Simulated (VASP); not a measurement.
# Zn35O36 (a cell with a defect) in VASP: single point with PBE

Aim: the single point of Zn35O36 (a cell with a defect) with PBE.

Program: VASP 6.6.1. These are calculated values, not measurements. Logs are shortened: lines on timing, memory, paths and dates and some standing lists are left out, and cuts for length are marked.

### Step 1. The cell of the first run

The cell holds a defect, 71 atoms: a = 9.838 Å, b = 9.838 Å, c = 10.588 Å, α = 90.00°, β = 90.00°, γ = 120.00°.

### Step 2. Single point, PBE

INCAR reads:

```
  ALGO = Normal
  EDIFF = 1E-6
  ENCUT = 520
  GGA = PE
  ISIF = 2
  ISMEAR = 0
  LASPH = True
  LCHARG = False
  LREAL = Auto
  LWAVE = False
  NBANDS = 359
  NELECT = 638.0
  NELM = 100
  PREC = Accurate
  SIGMA = 0.02
```

KPOINTS reads:

```
k-points
0
Gamma
  1 1 1
```

POSCAR reads:

```
Zn35O36
1.0
    9.8384282164      0.0000000000      0.0000000000
   -4.9192141082      8.5203287687      0.0000000000
    0.0000000000      0.0000000000     10.5875275224
Zn O
35 36
Direct
    0.1121785349      0.2211547290      0.7415571750
    0.1138880671      0.5465286759      0.2512600788
    0.1104722754      0.5572903498      0.7504839995
    0.1085420829      0.8770066511      0.2385528628
    0.1130382022      0.8955981872      0.7531299431
    0.4563267183      0.2247913258      0.2385528628
    0.4377351600      0.2202951378      0.7531299431
    0.4405685796      0.5508618420      0.2495982178
    0.4433478836      0.5561193856      0.7506301148
    0.4463339216      0.8869994580      0.2488768973
    0.4430787075      0.8902546141      0.7484933553
    0.7868046792      0.2194452879      0.2512600788
    0.7760428611      0.2228610012      0.7504839995
    0.7789678203      0.5543655800      0.2531536276
    0.7773189407      0.5560143427      0.7489497414
    0.7824715166      0.8927647285      0.2495982178
    0.7772138443      0.8899853757      0.7506301148
    0.2087171576      0.1246162007      0.4127231774
    0.2189145102      0.1144188243      1.0117421633
    0.2213860177      0.4483902093      0.4998808257
    0.2200995881      0.4395078056      1.0049780723
    0.2192355597      0.7857135777      0.4990971678
    0.2230473108      0.7755021173      1.0001230200
    0.5476197542      0.1140978273      0.4990971678
    0.5578312245      0.1102860025      1.0001230200
    0.5507349163      0.4421653321      0.5004934333
    0.5562541646      0.4456623803      0.9987053141
    0.5538879004      0.7794455097      0.4992490446
    0.5563236220      0.7770096882      1.0033800599
    0.8849431699      0.1119473234      0.4998808257
    0.8938255172      0.1132337761      1.0049780723
    0.8881857161      0.4451476114      0.4992860693
    0.8896962726      0.4436371063      1.0023554581
    0.8911679887      0.7825984397      0.5004934333
    0.8876709389      0.7770791691      0.9987053141
    0.2322487623      0.1010845970      0.1990606396
    0.2224528418      0.1108805805      0.7012440803
    0.2319487323      0.4575541749      0.1851146073
    0.2231013337      0.4498203184      0.6916707404
    0.2249311260      0.7715847802      0.1879465244
    0.2203328618      0.7796263713      0.6887600514
    0.5617486136      0.1084021550      0.1879465244
    0.5537068825      0.1130004518      0.6887600514
    0.5606765226      0.4479908116      0.1875546482
    0.5550273021      0.4444114896      0.6897797417
    0.5574558458      0.7758774549      0.1910300583
    0.5545077591      0.7788255806      0.6886618226
    0.8757792272      0.1013847028      0.1851146073
    0.8835129644      0.1102320140      0.6916707404
    0.8892743553      0.4440589210      0.1914801162
    0.8881562741      0.4451769530      0.6887035698
    0.8853425631      0.7726568045      0.1875546482
    0.8889218544      0.7783059997      0.6897797417
    0.1041431771      0.2291900997      0.4645407523
    0.1114307832      0.2219024701      0.9366973525
    0.1100637295      0.5617635340      0.4409696211
    0.1097661530      0.5545695628      0.9382620238
    0.1067879345      0.8896588624      0.4299414561
    0.1114663463      0.8885249860      0.9449162686
    0.4436745019      0.2265454834      0.4299414561
    0.4448083887      0.2218670255      0.9449162686
    0.4445296753      0.5577922084      0.4404592092
    0.4460063814      0.5563036508      0.9382516342
    0.4424199302      0.8909133915      0.4395937569
    0.4453506815      0.8879826360      0.9376185308
    0.7715698227      0.2232696709      0.4409696211
    0.7787638157      0.2235671946      0.9382620238
    0.7760088697      0.5573245034      0.4421614008
    0.7787532937      0.5545801258      0.9380210799
    0.7755412436      0.8888037311      0.4404592092
    0.7770297132      0.8873269102      0.9382516342
```

Potentials or basis: VASP PAW PBE potentials, release 64 (Zn, O).

Started as:

```bash
> cat potpaw_PBE.64/Zn/POTCAR potpaw_PBE.64/O/POTCAR > POTCAR
> mpirun -np 1 vasp_gam > vasp.out
```

OUTCAR:

```text
EDIFF = 1E-6
   ENCUT = 520
   GGA = PE
   ISIF = 2
   ISMEAR = 0
   LASPH = True
   LREAL = Auto
   NELECT = 638.0
   NELM = 100
   PREC = Accurate

 ion  position               nearest neighbor table
   1  0.112  0.221  0.742-  37 1.93  49 2.02  39 2.02  55 2.07
   2  0.114  0.547  0.251-  38 1.90  56 2.02  50 2.02  40 2.03
   3  0.110  0.557  0.750-  39 1.98  57 1.99  41 2.00  51 2.00
   4  0.109  0.877  0.239-  36 1.96  40 1.97  52 1.98  58 2.03  18 2.81
   5  0.113  0.896  0.753-  37 1.91  41 2.02  53 2.02  59 2.03
   6  0.456  0.225  0.239-  36 1.96  42 1.97  44 1.98  60 2.03  18 2.81
   7  0.438  0.220  0.753-  37 1.91  43 2.02  45 2.02  61 2.03
   8  0.441  0.551  0.250-  38 1.91  44 2.01  46 2.02  62 2.02
   9  0.443  0.556  0.751-  39 1.98  63 1.99  47 2.01  45 2.01
  10  0.446  0.887  0.249-  46 1.99  42 1.99  40 1.99  64 2.02
  11  0.443  0.890  0.748-  43 2.00  41 2.00  47 2.00  65 2.00
  12  0.787  0.219  0.251-  48 1.90  66 2.02  50 2.02  42 2.03
  13  0.776  0.223  0.750-  49 1.98  67 1.99  43 2.00  51 2.00
  14  0.779  0.554  0.253-  52 1.99  44 1.99  50 1.99  68 2.00
  15  0.777  0.556  0.749-  51 1.99  45 1.99  53 1.99  69 2.00
  16  0.782  0.893  0.250-  48 1.91  52 2.01  46 2.02  70 2.02
  17  0.777  0.890  0.751-  49 1.98  71 1.99  47 2.01  53 2.01
  18  0.209  0.125  0.413-  54 1.86  58 2.02  60 2.02  36 2.30   4 2.81   6 2.81
  19  0.219  0.114  0.012-  36 2.00  55 2.00  59 2.05  61 2.05
  20  0.221  0.448  0.500-  54 1.91  62 2.00  56 2.01  39 2.03
  21  0.220  0.440  0.005-  38 1.91  55 1.99  57 2.05  63 2.05
  22  0.219  0.786  0.499-  58 1.98  64 2.00  56 2.01  41 2.01
  23  0.223  0.776  0.000-  40 1.99  57 1.99  59 2.00  65 2.01
  24  0.548  0.114  0.499-  60 1.98  64 2.00  66 2.01  43 2.01
[... 10 lines left out ...]
  35  0.888  0.777  0.999-  71 1.99  59 1.99  52 2.00  69 2.00
[... 22 lines left out ...]
  58  0.107  0.890  0.430-  34 1.98  22 1.98  18 2.02   4 2.03
  59  0.111  0.889  0.945-  35 1.99  23 2.00   5 2.03  19 2.05
  60  0.444  0.227  0.430-  26 1.98  24 1.98  18 2.02   6 2.03
[... 9 lines left out ...]
  70  0.776  0.889  0.440-  28 1.99  34 1.99  30 2.00  16 2.02
  71  0.777  0.887  0.938-  17 1.99  35 1.99  29 2.00  31 2.05

  LATTYP: Found a hexagonal cell.
 ALAT       =     9.8384282164
 C/A-ratio  =     1.0761401404

  Lattice vectors:

 A1 = (   9.8384282164,   0.0000000000,   0.0000000000)
 A2 = (  -4.9192141082,   8.5203287687,   0.0000000000)
 A3 = (   0.0000000000,   0.0000000000,  10.5875275224)

Analysis of symmetry for initial positions (statically):
=====================================================================
 Subroutine PRICEL returns:
 Original cell was already a primitive cell.

 Routine SETGRP: Setting up the symmetry group for a
 hexagonal supercell.

 Subroutine GETGRP returns: Found  2 space group operations
 (whereof  1 operations were pure point group operations)
 out of a pool of 24 trial point group operations.

The static configuration has the point symmetry C_1 .
 The point group associated with its full space group is C_1h.

Analysis of symmetry for dynamics (positions and initial velocities):
=====================================================================
 Subroutine PRICEL returns:
 Original cell was already a primitive cell.

 Routine SETGRP: Setting up the symmetry group for a
 hexagonal supercell.

 Subroutine GETGRP returns: Found  2 space group operations
 (whereof  1 operations were pure point group operations)
 out of a pool of 24 trial point group operations.

The dynamic configuration has the point symmetry C_1 .
 The point group associated with its full space group is C_1h.

 Subroutine INISYM returns: Found  2 space group operations
 (whereof  1 operations are pure point group operations),
 and found     1 'primitive' translations
[... 163 lines left out ...]

 KPOINTS: k-points

Automatic generation of k-mesh.
 Grid dimensions read from file:
 generate k-points for:    1    1    1

 Generating k-lattice:

  Cartesian coordinates                     Fractional coordinates (reciprocal lattice)
     0.101642252  0.058683182  0.000000000     1.000000000 -0.000000000  0.000000000
     0.000000000  0.117366363  0.000000000     0.000000000  1.000000000  0.000000000
     0.000000000  0.000000000  0.094450758     0.000000000  0.000000000  1.000000000

  Length of vectors
     0.117366363  0.117366363  0.094450758

  Shift w.r.t. Gamma in fractional coordinates (k-lattice)
     0.000000000  0.000000000  0.000000000

 Subroutine IBZKPT returns following result:
 ===========================================

 Found      1 irreducible k-points:

 Following reciprocal coordinates:
            Coordinates               Weight
  0.000000  0.000000  0.000000      1.000000
   k-points           NKPTS =      1   k-points in BZ     NKDIM =      1   number of bands    NBANDS=    359
   number of dos      NEDOS =    301   number of ions     NIONS =     71
   total plane-waves  NPLWV = 512000
   dimension x,y,z NGX =    80 NGY =   80 NGZ =   80
   dimension x,y,z NGXF=   160 NGYF=  160 NGZF=  160
   ions per type =              35  36
   NGX,Y,Z   is equivalent  to a cutoff of  13.52, 13.52, 12.56 a.u.
   NGXF,Y,Z  is equivalent  to a cutoff of  27.04, 27.04, 25.12 a.u.
 SYSTEM =  unknown system
   PREC   = accura    normal or accurate (medium, high low for compatibility)
   ISTART =      0    job   : 0-new  1-cont  2-samecut
   ICHARG =      2    charge: 1-file 2-atom 10-const
   ISPIN  =      1    spin polarized calculation?
   LNONCOLLINEAR =      F non collinear calculations
   LSORBIT =      F    spin-orbit coupling
   LASPH  =      T    aspherical Exc in radial PAW
   ENCUT  =  520.0 eV  38.22 Ry    6.18 a.u.  18.29 18.29 19.69*2*pi/ulx,y,z
   NELM   =    100;   NELMIN=  2; NELMDL= -5     # of ELM steps
   EDIFF  = 0.1E-05   stopping-criterion for ELM
   LREAL  =      T    real-space projection
   EDIFFG = 0.1E-04   stopping-criterion for IOM
   NSW    =      0    number of steps for IOM
   IBRION =     -1    ionic relax: 0-MD 1-quasi-New 2-CG
   NFREE  =      0    steps in history (QN), initial steepest desc. (CG)
   ISIF   =      2    stress and relaxation
   ISYM   =      2    0-nonsym 1-usesym 2-fastsym
   POTIM  = 0.5000    time-step for ionic-motion
   TEBEG  =    0.0;   TEEND  =   0.0 temperature during run
   PSTRESS=    0.0 pullay stress
   NELECT =     638.0000    total number of electrons
   NUPDOWN=      -1.0000    fix difference up-down
   EMIN   =  10.00;   EMAX   =-10.00  energy-range for DOS
   EFERMI =   0.00;   METHOD = LEGACY
   ISMEAR =     0;   SIGMA  =   0.02  broadening in eV -4-tet -1-fermi 0-gaus
   EFERMI_NEDOS =   21; number of points for ismear=-14 and -15
   IALGO  =     38    algorithm
   IMIX   =      4    mixing-type and parameters
     AMIX     =   0.40;   BMIX     =  1.00
     AMIX_MAG =   1.60;   BMIX_MAG =  1.00
  volume/ion in A,a.u.               =      12.50        84.36
  Fermi-wavevector in a.u.,A,eV,Ry     =   1.466525  2.771331 29.261996  2.150696
  Thomas-Fermi vector in A             =   2.582252
   LORBIT       =      0    0 simple, 1 ext, 2 COOP (PROOUT), +10 PAW based schemes
   GGA     = PE    functional components
   LHFCALC =     F    Hartree Fock is set to
   AEXX    =    0.0000 exact exchange contribution
   IVDW    =     0    specifies the selected vdW correction
   LEPSILON=     F    determine dielectric tensor
   LRPA    =     F    only Hartree local field effects (RPA)
 non-spin polarized calculation
 Gauss-broadening in eV      SIGMA  =   0.02
  energy-cutoff  :      520.00
  volume of cell :      887.52
 maximum number of plane-waves:     11978
 NGX is ok and might be reduce to    80
   NGX = 37   NGY = 37   NGZ = 39

 number of electron     638.0000104 magnetization

 Free energy of the ion-electron system (eV)
  ---------------------------------------------------
  ext. energy  EPLUGINS =         0.00000000
  ---------------------------------------------------
  free energy    TOTEN  =      -310.94104440 eV

  energy without entropy =     -310.94104440  energy(sigma->0) =     -310.94104440

 E-fermi :   1.2493     XC(G=0): -10.6274

 val. band max:        1.0781833441   @ k =   0.0000   0.0000   0.0000
 cond. band min:       1.6117101527   @ k =   0.0000   0.0000   0.0000
 fundamental gap:      0.5335268086
 Fermi energy:         1.2492613087

 k-point     1 :       0.0000    0.0000    0.0000
  band No.  band energies     occupation
      1     -17.0439      2.00000
      2     -16.7310      2.00000
      3     -16.7273      2.00000
      4     -16.6803      2.00000
      5     -16.6477      2.00000
      6     -16.6276      2.00000
[... 323 lines left out ...]
    330       5.8403      0.00000
    331       5.8699      0.00000
 [bands above 331 left out]

------------------------ aborting loop because EDIFF is reached ----------------------------------------

  FORCE on cell =-STRESS in cart. coord.  units (eV):
  Direction    XX          YY          ZZ          XY          YZ          ZX
  --------------------------------------------------------------------------------------
  -------------------------------------------------------------------------------------
  Total       23.9991524     24.2003698     15.7171926      0.1742594      0.8004390     -1.3864008
  in kB       43.3241309     43.6873758     28.3732399      0.3145793      1.4449812     -2.5027805
  external PRESSURE =      38.4615822 kB  Pullay stress =       0.0000000 kB

 VOLUME and BASIS-vectors are now :
 -----------------------------------------------------------------------------
  energy-cutoff  :      520.00
  volume of cell :      887.52
      direct lattice vectors                 reciprocal lattice vectors
     9.838428216  0.000000000  0.000000000     0.101642252  0.058683182  0.000000000
    -4.919214108  8.520328769  0.000000000     0.000000000  0.117366363  0.000000000
     0.000000000  0.000000000 10.587527522     0.000000000  0.000000000  0.094450758

 POSITION                                       TOTAL-FORCE (eV/Angst)
 -----------------------------------------------------------------------------------
      0.01575      1.88431      7.85126        -0.024333      0.014049     -0.011861
     -1.56801      4.65660      2.66022        -0.037411      0.011640      0.003887
     -1.65456      4.74830      7.94577        -0.004848      0.001721     -0.007784
     -3.24630      7.47238      2.52569        -0.017867      0.000774     -0.011637
     -3.29352      7.63079      7.97378        -0.002982     -0.026960      0.001695
      3.38374      1.91530      2.52569        -0.009604      0.015087     -0.011637
[... 63 lines left out ...]
      3.25789      7.57290      4.66337         0.003340     -0.006088     -0.006380
      3.27980      7.56032      9.93377        -0.008892      0.012165     -0.001114
 -----------------------------------------------------------------------------------
    total drift:                                0.004499      0.000094     -0.001417

  FREE ENERGIE OF THE ION-ELECTRON SYSTEM (eV)
  ---------------------------------------------------
  free  energy   TOTEN  =      -310.9410443951 eV

  energy  without entropy=     -310.9410443951  energy(sigma->0) =     -310.94104440
```

Wall time 30 min (1 thread of Intel Xeon 8259CL, shared host); peak memory 0.99 GiB.

Results:

* Free energy: -310.9410 eV
* Largest force: 0.253 eV/Å

Forces on the atoms (eV/Å):
```
Zn  -0.024  0.014 -0.012
Zn  -0.037  0.012  0.004
Zn  -0.005  0.002 -0.008
Zn  -0.018  0.001 -0.012
Zn  -0.003 -0.027  0.002
Zn  -0.010  0.015 -0.012
Zn   0.022  0.016  0.002
Zn   0.017 -0.001  0.009
Zn   0.007  0.003 -0.008
Zn  -0.002  0.001 -0.004
Zn   0.003 -0.002  0.007
Zn  -0.029  0.027  0.004
Zn  -0.004  0.003 -0.008
Zn  -0.002  0.001  0.002
Zn   0.000  0.000  0.005
Zn   0.010 -0.014  0.009
Zn   0.001 -0.008 -0.008
Zn   0.131 -0.075  0.203
Zn   0.000  0.000  0.022
Zn  -0.012  0.022 -0.017
Zn  -0.001  0.002 -0.042
Zn   0.013 -0.003  0.006
Zn  -0.002  0.004 -0.007
Zn   0.009 -0.010  0.006
Zn  -0.004  0.000 -0.007
Zn  -0.002  0.006  0.000
Zn  -0.002  0.000 -0.005
Zn   0.001  0.000 -0.008
Zn  -0.005  0.003 -0.003
Zn  -0.026 -0.001 -0.017
Zn  -0.002  0.000 -0.042
Zn  -0.003  0.002  0.001
Zn   0.000  0.000 -0.002
Zn  -0.006 -0.002  0.000
Zn  -0.001  0.001 -0.005
O   -0.047  0.027  0.036
O    0.005 -0.003 -0.128
O   -0.003 -0.033 -0.003
O   -0.005 -0.003 -0.004
O   -0.003 -0.011  0.010
O   -0.012  0.003  0.004
O    0.008  0.009  0.010
O   -0.009  0.009  0.004
O   -0.008  0.009  0.003
O    0.002 -0.010  0.008
O    0.014 -0.008  0.021
O   -0.001  0.001 -0.008
O    0.027  0.019 -0.003
O    0.000  0.006 -0.004
O    0.001 -0.001  0.016
O   -0.001  0.001 -0.005
O   -0.012  0.002  0.003
O    0.010  0.003  0.008
O    0.014 -0.008 -0.009
O   -0.002  0.001 -0.042
O    0.011  0.002 -0.003
O    0.002 -0.002 -0.001
O    0.013 -0.006  0.015
O    0.000  0.022  0.008
O    0.011 -0.009  0.015
O   -0.019 -0.011  0.008
O    0.007  0.000 -0.006
O   -0.015  0.002 -0.001
O   -0.004  0.002 -0.005
O    0.007 -0.004 -0.001
O    0.004 -0.010 -0.003
O    0.003  0.000 -0.001
O   -0.004  0.002  0.006
O    0.001  0.000  0.001
O    0.003 -0.006 -0.006
O   -0.009  0.012 -0.001
```

Caveat: the k points lie up to 0.74 Å⁻¹ apart; the cell carries a net charge on a neutralising background, which shifts energy and pressure; the cell is charged against a uniform background, so pressure and absolute levels hang on convention.
